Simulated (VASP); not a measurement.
# B13P10 in VASP: further runs

The runs below take B13P10 through single point, with PBE.

All numbers are computed with VASP 6.6.1; they aren't measurements. Logs are shortened: lines on timing, memory, paths and dates and some standing lists are left out, and cuts for length are marked.

### 1 The cell of the first run

The cell holds an amorphous packing of atoms, 23 atoms: a = 6.569 Å, b = 6.742 Å, c = 7.050 Å, α = 87.76°, β = 92.86°, γ = 88.53°.

### 2 Single point, PBE

The input, INCAR:

```
PREC = Accurate
ENCUT = 520
EDIFF = 1E-7
ISMEAR = -1
SIGMA = 0.1379
LREAL = Auto
LASPH = T
NELM = 100
ALGO = Normal
ISIF = 2
LWAVE = F
LCHARG = T
GGA = PE
LELF = T
LVHAR = T
NBANDS = 62
ISYM = 0
```

The input, KPOINTS:

```
Automatic mesh
0
Gamma
  1 1 1
  0.25 0.25 0.25
```

The input, POSCAR:

```
B13P10
1.0
    6.5660210000      0.0873340000     -0.1704000000
    0.0873340000      6.7396190000      0.1358200000
   -0.1704000000      0.1358200000      7.0462260000
P B
10 13
Direct
    0.6083209603      0.7102272707      0.2257229365
    0.8375982246     -0.0241636300      0.2554473333
   -0.0156184322      0.8898327660      0.6155146788
    0.6132917543      0.7250170971      0.8607405003
    0.6862453699      0.1569368341      0.6363346918
    0.2912475475      0.6272164485      0.5063487950
    0.2583203459     -0.0155829089      1.0255979950
    0.1112079174      0.7070945935      0.9630511768
    0.1940856110      0.2840765678      0.3525982432
    0.6543758925      0.2482232645      0.0764799438
    0.7299109891      0.3140707075      0.8314021930
    0.8029813484      0.6035930159      0.4620046275
    0.2094019415      0.5424251529      0.7790768997
    0.8539272262      0.7719398352      0.0740298893
    0.1945348134      0.2881380324      0.8395887138
    0.7450015948      0.5549483322      0.7209446857
    0.3473976794      0.1986384720      0.6058588651
    0.4261609723      0.3910650134      0.1645373537
    0.4887650084      0.9942827480      0.7654049238
    0.4273431874      0.5291206938      0.9162533399
    0.2265116469      0.0682737524      0.7614545210
    0.9870079867      0.4070831009      0.8704950897
    0.0060727787      0.5028073319      0.4274833804
```

Potentials or basis: VASP PAW PBE potentials, release 64 (P, B).

On the command line:

```sh
$ cat potpaw_PBE.64/P/POTCAR potpaw_PBE.64/B/POTCAR > POTCAR
$ mpirun -np 1 vasp_std > vasp.out
```

OUTCAR:

```text
PREC = Accurate
   ENCUT = 520
   EDIFF = 1E-7
   ISMEAR = -1
   LREAL = Auto
   LASPH = T
   NELM = 100
   ISIF = 2
   GGA = PE
   ISYM = 0

 ion  position               nearest neighbor table
   1  0.608  0.710  0.226-  14 2.02  12 2.14   2 2.38  18 2.53   4 2.57
   2  0.838  0.976  0.255-  14 1.92   1 2.38  10 2.44   3 2.71
   3  0.984  0.890  0.616-  21 2.25  12 2.54   5 2.64   2 2.71   8 2.78   6 2.80
   4  0.613  0.725  0.861-  16 1.78  20 1.87  19 2.05  14 2.16   1 2.57
   5  0.686  0.157  0.636-  11 1.78  19 1.96  17 2.23   3 2.64
   6  0.291  0.627  0.506-  13 2.08  23 2.13   9 2.67   3 2.80
   7  0.258  0.984  0.026-  21 1.92   8 2.18  15 2.40  19 2.44
   8  0.111  0.707  0.963-  13 1.87  14 1.94   7 2.18  22 2.31  20 2.41   3 2.78
   9  0.194  0.284  0.353-  23 2.00  17 2.06  18 2.19   6 2.67
  10  0.654  0.248  0.076-  11 1.86  18 1.90   2 2.44
  11  0.730  0.314  0.831-  16 1.78   5 1.78  22 1.83  10 1.86
  12  0.803  0.604  0.462-  23 1.52  16 1.90   1 2.14   3 2.54
  13  0.209  0.542  0.779-  20 1.69  15 1.76   8 1.87  22 1.87   6 2.08
  14  0.854  0.772  0.074-   2 1.92   8 1.94   1 2.02   4 2.16
  15  0.195  0.288  0.840-  22 1.59  21 1.61  13 1.76  17 2.07   7 2.40
  16  0.745  0.555  0.721-   4 1.78  11 1.78  12 1.90  22 2.07
  17  0.347  0.199  0.606-  21 1.63  19 1.93   9 2.06  15 2.07   5 2.23
  18  0.426  0.391  0.165-  10 1.90  20 1.95   9 2.19   1 2.53
  19  0.489  0.994  0.765-  21 1.78  17 1.93   5 1.96   4 2.05   7 2.44
  20  0.427  0.529  0.916-  13 1.69   4 1.87  18 1.95   8 2.41
  21  0.227  0.068  0.761-  15 1.61  17 1.63  19 1.78   7 1.92   3 2.25
  22  0.987  0.407  0.870-  15 1.59  11 1.83  13 1.87  16 2.07   8 2.31
  23  0.006  0.503  0.427-  12 1.52   9 2.00   6 2.13

IMPORTANT INFORMATION: All symmetrisations will be switched off!
NOSYMM: (Re-)initialisation of all symmetry stuff for point group C_1.

----------------------------------------------------------------------------------------

                                     Primitive cell

  volume of cell :     311.4384

  direct lattice vectors                    reciprocal lattice vectors
     6.566021000  0.087334000 -0.170400000     0.152423194 -0.002050225  0.003725594
     0.087334000  6.739619000  0.135820000    -0.002050225  0.148461577 -0.002911262
    -0.170400000  0.135820000  7.046226000     0.003725594 -0.002911262  0.142066157

  length of vectors
     6.568812310  6.741553127  7.049594604     0.152482503  0.148504271  0.142144815

  position of ions in fractional coordinates (direct lattice)
     0.608320960  0.710227271  0.225722936
     0.837598225  0.975836370  0.255447333
     0.984381568  0.889832766  0.615514679
     0.613291754  0.725017097  0.860740500
     0.686245370  0.156936834  0.636334692
     0.291247547  0.627216449  0.506348795
[... 15 lines left out ...]
     0.987007987  0.407083101  0.870495090
     0.006072779  0.502807332  0.427483380

  ion indices of the primitive-cell ions
   primitive index   ion index
                 1           1
                 2           2
                 3           3
                 4           4
                 5           5
                 6           6
[... 15 lines left out ...]
                22          22
                23          23

----------------------------------------------------------------------------------------

 KPOINTS: Automatic mesh

Automatic generation of k-mesh.
 Grid dimensions read from file:
 generate k-points for:    1    1    1

 Generating k-lattice:

  Cartesian coordinates                     Fractional coordinates (reciprocal lattice)
     0.152423194 -0.002050225  0.003725594     1.000000000 -0.000000000 -0.000000000
    -0.002050225  0.148461577 -0.002911262     0.000000000  1.000000000  0.000000000
     0.003725594 -0.002911262  0.142066157    -0.000000000  0.000000000  1.000000000

  Length of vectors
     0.152482503  0.148504271  0.142144815

  Shift w.r.t. Gamma in fractional coordinates (k-lattice)
     0.250000000  0.250000000  0.250000000

 Subroutine IBZKPT returns following result:
 ===========================================

 Found      1 irreducible k-points:

 Following reciprocal coordinates:
            Coordinates               Weight
  0.250000  0.250000  0.250000      2.000000
   k-points           NKPTS =      1   k-points in BZ     NKDIM =      1   number of bands    NBANDS=     62
   number of dos      NEDOS =    301   number of ions     NIONS =     23
   total plane-waves  NPLWV = 135000
   dimension x,y,z NGX =    50 NGY =   50 NGZ =   54
   dimension x,y,z NGXF=   100 NGYF=  100 NGZF=  108
   ions per type =              10  13
   NGX,Y,Z   is equivalent  to a cutoff of  12.65, 12.33, 12.73 a.u.
   NGXF,Y,Z  is equivalent  to a cutoff of  25.31, 24.66, 25.47 a.u.
 SYSTEM =  unknown system
   PREC   = accura    normal or accurate (medium, high low for compatibility)
   ISTART =      0    job   : 0-new  1-cont  2-samecut
   ICHARG =      2    charge: 1-file 2-atom 10-const
   ISPIN  =      1    spin polarized calculation?
   LNONCOLLINEAR =      F non collinear calculations
   LSORBIT =      F    spin-orbit coupling
   LASPH  =      T    aspherical Exc in radial PAW
   ENCUT  =  520.0 eV  38.22 Ry    6.18 a.u.  12.21 12.53 13.11*2*pi/ulx,y,z
   NELM   =    100;   NELMIN=  2; NELMDL= -5     # of ELM steps
   EDIFF  = 0.1E-06   stopping-criterion for ELM
   LREAL  =      T    real-space projection
   EDIFFG = 0.1E-05   stopping-criterion for IOM
   NSW    =      0    number of steps for IOM
   IBRION =     -1    ionic relax: 0-MD 1-quasi-New 2-CG
   NFREE  =      0    steps in history (QN), initial steepest desc. (CG)
   ISIF   =      2    stress and relaxation
   ISYM   =      0    0-nonsym 1-usesym 2-fastsym
   POTIM  = 0.5000    time-step for ionic-motion
   TEBEG  =    0.0;   TEEND  =   0.0 temperature during run
   PSTRESS=    0.0 pullay stress
   NELECT =      89.0000    total number of electrons
   NUPDOWN=      -1.0000    fix difference up-down
   EMIN   =  10.00;   EMAX   =-10.00  energy-range for DOS
   EFERMI =   0.00;   METHOD = LEGACY
   ISMEAR =    -1;   SIGMA  =   0.14  broadening in eV -4-tet -1-fermi 0-gaus
   EFERMI_NEDOS =   21; number of points for ismear=-14 and -15
   IALGO  =     38    algorithm
   IMIX   =      4    mixing-type and parameters
     AMIX     =   0.40;   BMIX     =  1.00
     AMIX_MAG =   1.60;   BMIX_MAG =  1.00
  volume/ion in A,a.u.               =      13.54        91.38
  Fermi-wavevector in a.u.,A,eV,Ry     =   1.078320  2.037728 15.820486  1.162773
  Thomas-Fermi vector in A             =   2.214255
   LORBIT       =      0    0 simple, 1 ext, 2 COOP (PROOUT), +10 PAW based schemes
   GGA     = PE    functional components
   LHFCALC =     F    Hartree Fock is set to
   AEXX    =    0.0000 exact exchange contribution
   IVDW    =     0    specifies the selected vdW correction
   LEPSILON=     F    determine dielectric tensor
   LRPA    =     F    only Hartree local field effects (RPA)
 non-spin polarized calculation
  energy-cutoff  :      520.00
  volume of cell :      311.44
 maximum number of plane-waves:      8371
 NGX is ok and might be reduce to    48
   NGX = 25   NGY = 25   NGZ = 27

 number of electron      89.0000000 magnetization

 Free energy of the ion-electron system (eV)
  ---------------------------------------------------
  ext. energy  EPLUGINS =         0.00000000
  ---------------------------------------------------
  free energy    TOTEN  =      -125.17224872 eV

  energy without entropy =     -124.73986655  energy(sigma->0) =     -124.95605763

 E-fermi :   5.3061     XC(G=0): -10.1049

 val. band max:        5.2538070556   @ k =   0.2500   0.2500   0.2500
 cond. band min:       5.6653032026   @ k =   0.2500   0.2500   0.2500
 fundamental gap:      0.4114961469
 Fermi energy:         5.3061243363

 k-point     1 :       0.2500    0.2500    0.2500
  band No.  band energies     occupation
      1      -9.3916      2.00000
      2      -8.3784      2.00000
      3      -8.1171      2.00000
      4      -7.4008      2.00000
      5      -7.2172      2.00000
      6      -6.6918      2.00000
[... 48 lines left out ...]
     55       7.9959      0.00000
     56       8.1805      0.00000
 [bands above 56 left out]

------------------------ aborting loop because EDIFF is reached ----------------------------------------

  FORCE on cell =-STRESS in cart. coord.  units (eV):
  Direction    XX          YY          ZZ          XY          YZ          ZX
  --------------------------------------------------------------------------------------
  -------------------------------------------------------------------------------------
  Total      -17.4946193      2.1572684     -8.9266624      2.2180501     12.3625739     -0.0884426
  in kB      -90.0000929     11.0979467    -45.9227169     11.4106351     63.5985717     -0.4549879
  external PRESSURE =     -41.6082877 kB  Pullay stress =       0.0000000 kB

 VOLUME and BASIS-vectors are now :
 -----------------------------------------------------------------------------
  energy-cutoff  :      520.00
  volume of cell :      311.44
      direct lattice vectors                 reciprocal lattice vectors
     6.566021000  0.087334000 -0.170400000     0.152423194 -0.002050225  0.003725594
     0.087334000  6.739619000  0.135820000    -0.002050225  0.148461577 -0.002911262
    -0.170400000  0.135820000  7.046226000     0.003725594 -0.002911262  0.142066157

 POSITION                                       TOTAL-FORCE (eV/Angst)
 -----------------------------------------------------------------------------------
      4.01781      4.87045      1.58330         1.703159     -0.591255      1.962780
      5.54138      6.68461      1.78975        -0.721507      0.725027     -0.539421
      6.43630      6.16670      4.29017         0.983396      0.550384     -0.045146
      3.94353      5.05681      6.05894        -0.706775      3.165858      0.947278
      4.41118      1.20405      4.38814        -1.638438     -1.542008     -1.913681
      1.88083      4.32141      3.60341        -2.727142     -0.644466      1.012231
[... 15 lines left out ...]
      6.36794      2.94801      6.02081        -0.775272      1.047131     -0.987794
      0.01094      3.44732      3.07940         4.080148     -0.957837     -0.461400
 -----------------------------------------------------------------------------------
    total drift:                               -0.002529     -0.001150      0.002545

  FREE ENERGIE OF THE ION-ELECTRON SYSTEM (eV)
  ---------------------------------------------------
  free  energy   TOTEN  =      -125.1722487193 eV

  energy  without entropy=     -124.7398665489  energy(sigma->0) =     -124.95605763
```

It took 39 s on 1 thread of Intel Xeon Platinum 8559C (Emerald Rapids), shared host; peak memory 0.32 GiB.

What came out:

```
Free energy   : -125.1722 eV
Pressure      : -4.2 GPa
Largest force : 4.216 eV/Å
```

Forces on the atoms (eV/Å):
```
P    1.703 -0.591  1.963
P   -0.722  0.725 -0.539
P    0.983  0.550 -0.045
P   -0.707  3.166  0.947
P   -1.638 -1.542 -1.914
P   -2.727 -0.644  1.012
P    1.648  1.100 -0.150
P   -2.088 -0.107  0.580
P    1.778  0.599 -0.568
P   -0.633 -0.871  2.031
B    1.882  2.906  1.298
B   -2.876  0.550  1.951
B    0.142 -1.372 -2.192
B   -0.964 -0.052 -0.830
B    0.282  1.442 -0.158
B    2.213 -2.180 -2.800
B    0.454  0.286 -0.326
B   -0.303  0.530 -0.878
B   -0.761 -1.106 -0.024
B   -1.193 -1.294  2.488
B    0.222 -2.183 -0.398
B   -0.775  1.047 -0.988
B    4.080 -0.958 -0.461
```

Caveat: the k points lie up to 0.96 Å⁻¹ apart.

### 3 Single point, PBE

The input, INCAR:

```
PREC = Accurate
ENCUT = 520
EDIFF = 1E-7
ISMEAR = -1
SIGMA = 0.1379
LREAL = Auto
LASPH = T
NELM = 80
ALGO = Normal
ISIF = 2
LWAVE = F
LCHARG = F
GGA = PE
ISYM = 0
NBANDS = 62
```

KPOINTS is that of step 2.

The input, POSCAR:

```
B13P10
1.0
    6.5660210000      0.0873340000     -0.1704000000
    0.0873340000      6.7396190000      0.1358200000
   -0.1704000000      0.1358200000      7.0462260000
P B
10 13
Direct
    0.6776330274      0.5766467784      0.2660654799
    0.7473736444     -0.0025359704      0.2558190590
   -0.0388706661      0.9647940406      0.5377741378
    0.5717351052      0.7625806373      0.8252108235
    0.6539884107      0.1733498174      0.6346477182
    0.2608358128      0.5971491215      0.4669533207
    0.2950544658      0.0716165401      0.9951665363
    0.0550462873      0.6983560356      0.9929243216
    0.2422931244      0.2600193849      0.2908701645
    0.6593305744      0.2298865138      0.0590745661
    0.7779431118      0.3286783454      0.8495751362
    0.8812255765      0.5635740157      0.4895000835
    0.1822850325      0.5725482365      0.7749546875
    0.7492135343      0.7874086924      0.0733588644
    0.1325771651      0.2569142078      0.8412135888
    0.7289685312      0.5206742629      0.7365859766
    0.3497887780      0.3074066381      0.5457659232
    0.4391526757      0.4204965231      0.1147672212
    0.4426546661      1.0040863320      0.7393820961
    0.3650915478      0.6045877630      0.9298992808
    0.2452455200      0.1200994826      0.6476584664
    0.9653506362      0.4645701859      0.8300840515
    0.0311200254      0.4788659596      0.3287442494
```

Potentials or basis: VASP PAW PBE potentials, release 64 (P, B).

On the command line:

```sh
$ cat potpaw_PBE.64/P/POTCAR potpaw_PBE.64/B/POTCAR > POTCAR
$ mpirun -np 1 vasp_std > vasp.out
```

OUTCAR:

```text
PREC = Accurate
   ENCUT = 520
   EDIFF = 1E-7
   ISMEAR = -1
   LREAL = Auto
   LASPH = T
   NELM = 80
   ISIF = 2
   GGA = PE
   ISYM = 0

 ion  position               nearest neighbor table
   1  0.678  0.577  0.266-  14 2.01  12 2.01  18 2.17  23 2.41  10 2.81   2 2.88
   2  0.747  0.997  0.256-  14 1.95  10 2.10   3 2.38   1 2.88
   3  0.961  0.965  0.538-  21 2.28   2 2.38   5 2.57
   4  0.572  0.763  0.825-  19 1.88  20 1.91  16 2.04  14 2.07
   5  0.654  0.173  0.635-  19 1.97  11 2.02  17 2.22  16 2.53   3 2.57
   6  0.261  0.597  0.467-  23 1.96  17 2.07  13 2.26  12 2.52   9 2.63
   7  0.295  0.072  0.995-  15 1.89  19 2.15  21 2.46   9 2.52  10 2.67
   8  0.055  0.698  0.993-  13 1.99  22 2.07  20 2.19  14 2.19
   9  0.242  0.260  0.291-  17 1.94  23 2.03  18 2.12   7 2.52   6 2.63
  10  0.659  0.230  0.059-  11 1.82  18 1.97   2 2.10   7 2.67   1 2.81
  11  0.778  0.329  0.850-  16 1.51  22 1.56  10 1.82   5 2.02
  12  0.881  0.564  0.490-  23 1.65   1 2.01  16 2.07   6 2.52
  13  0.182  0.573  0.775-  20 1.61  22 1.67   8 1.99   6 2.26
  14  0.749  0.787  0.073-   2 1.95   1 2.01   4 2.07   8 2.19
[... 181 lines left out ...]
  band No.  band energies     occupation
      1      -9.2191      2.00000
      2      -8.3204      2.00000
      3      -8.1688      2.00000
      4      -7.7397      2.00000
      5      -7.2914      2.00000
      6      -6.6974      2.00000
[... 48 lines left out ...]
     55       8.2304      0.00000
     56       8.3711      0.00000
 [bands above 56 left out]

------------------------ aborting loop because EDIFF is reached ----------------------------------------

  FORCE on cell =-STRESS in cart. coord.  units (eV):
  Direction    XX          YY          ZZ          XY          YZ          ZX
  --------------------------------------------------------------------------------------
  -------------------------------------------------------------------------------------
  Total       -6.6137226     -3.5579647    -10.3556851      8.2157630     -1.4639804      5.6042875
  in kB      -34.0239267    -18.3037511    -53.2742445     42.2655346     -7.5313656     28.8309445
  external PRESSURE =     -35.2006408 kB  Pullay stress =       0.0000000 kB

 VOLUME and BASIS-vectors are now :
 -----------------------------------------------------------------------------
  energy-cutoff  :      520.00
  volume of cell :      311.44
      direct lattice vectors                 reciprocal lattice vectors
     6.566021000  0.087334000 -0.170400000     0.152423194 -0.002050225  0.003725594
     0.087334000  6.739619000  0.135820000    -0.002050225  0.148461577 -0.002911262
    -0.170400000  0.135820000  7.046226000     0.003725594 -0.002911262  0.142066157

 POSITION                                       TOTAL-FORCE (eV/Angst)
 -----------------------------------------------------------------------------------
      4.45438      3.98170      1.83761         0.512392      0.007837     -0.012633
      4.95079      6.82254      1.81068        -0.259418     -0.389312     -0.253399
      6.30342      6.65932      3.75654         0.158943      0.443407      0.189188
      3.68001      5.30151      5.82077         0.785308     -1.896599      2.068426
      4.20110      1.31162      4.38398         0.383051      0.995243     -0.415490
      1.68524      4.11076      3.32692         0.422712      0.170287      1.999290
[... 15 lines left out ...]
      6.23764      3.32808      5.74756         3.641334      0.491030     -0.037118
      0.19014      3.27474      2.37614         0.240755     -0.963423     -0.390940
 -----------------------------------------------------------------------------------
    total drift:                               -0.001129      0.005193      0.005177

  FREE ENERGIE OF THE ION-ELECTRON SYSTEM (eV)
  ---------------------------------------------------
  free  energy   TOTEN  =      -127.3117718719 eV

  energy  without entropy=     -126.8805128321  energy(sigma->0) =     -127.09614235
```

OSZICAR:

```text
N       E                     dE             d eps       ncg     rms          rms(c)
DAV:   1     0.302459038389E+03    0.30246E+03   -0.38198E+04   124   0.125E+03
DAV:   2    -0.107130332891E+03   -0.40959E+03   -0.38864E+03   146   0.216E+02
DAV:   3    -0.138837550962E+03   -0.31707E+02   -0.30855E+02   160   0.557E+01
[... 11 lines left out ...]
DAV:  15    -0.127311770582E+03   -0.64089E-05   -0.87933E-06   136   0.101E-02    0.487E-03
DAV:  16    -0.127311771465E+03   -0.88339E-06   -0.11686E-06   152   0.369E-03    0.288E-03
DAV:  17    -0.127311771741E+03   -0.27556E-06   -0.32231E-07   120   0.192E-03    0.128E-03
DAV:  18    -0.127311771860E+03   -0.11973E-06   -0.16555E-07   112   0.141E-03    0.449E-04
DAV:  19    -0.127311771872E+03   -0.11543E-07   -0.13925E-08    80   0.402E-04
   1 F= -.12731177E+03 E0= -.12709614E+03  d E =-.431259E+00
```

stdout:

```text
POSCAR found type information on POSCAR P B
 POSCAR found :  2 types and      23 ions
 scaLAPACK will be used
 LDA part: xc-table for (Slater+PW92), standard interpolation
 POSCAR, INCAR and KPOINTS ok, starting setup
 FFT: planning ... GRIDC
 FFT: planning ... GRID_SOFT
 FFT: planning ... GRID
 WAVECAR not read
 entering main loop
```

It took 37 s on 1 thread of Intel Xeon Platinum 8559C (Emerald Rapids), shared host; peak memory 0.32 GiB.

Results:

```
Free energy   : -127.3118 eV
Pressure      : -3.5 GPa
Largest force : 5.317 eV/Å
```

Forces in eV/Å, atoms in the order of the input:
```
P    0.512  0.008 -0.013
P   -0.259 -0.389 -0.253
P    0.159  0.443  0.189
P    0.785 -1.897  2.068
P    0.383  0.995 -0.415
P    0.423  0.170  1.999
P   -0.410 -0.031 -0.898
P   -0.410 -0.184  0.129
P    0.478  1.529 -1.180
P   -1.316  0.929  1.015
B   -0.392 -4.317  1.101
B   -1.925  0.082  1.088
B   -0.175 -1.669 -1.484
B    0.490 -0.018 -0.399
B   -1.268  1.587 -1.424
B   -0.933  3.933 -3.455
B    1.185  1.079 -0.999
B    0.039  0.195  0.565
B    1.523 -0.638  0.460
B    0.835 -0.893  1.410
B   -3.605 -0.442  0.924
B    3.641  0.491 -0.037
B    0.241 -0.963 -0.391
```

Caveat: the k points lie up to 0.96 Å⁻¹ apart.

[end of part 1 of 2]
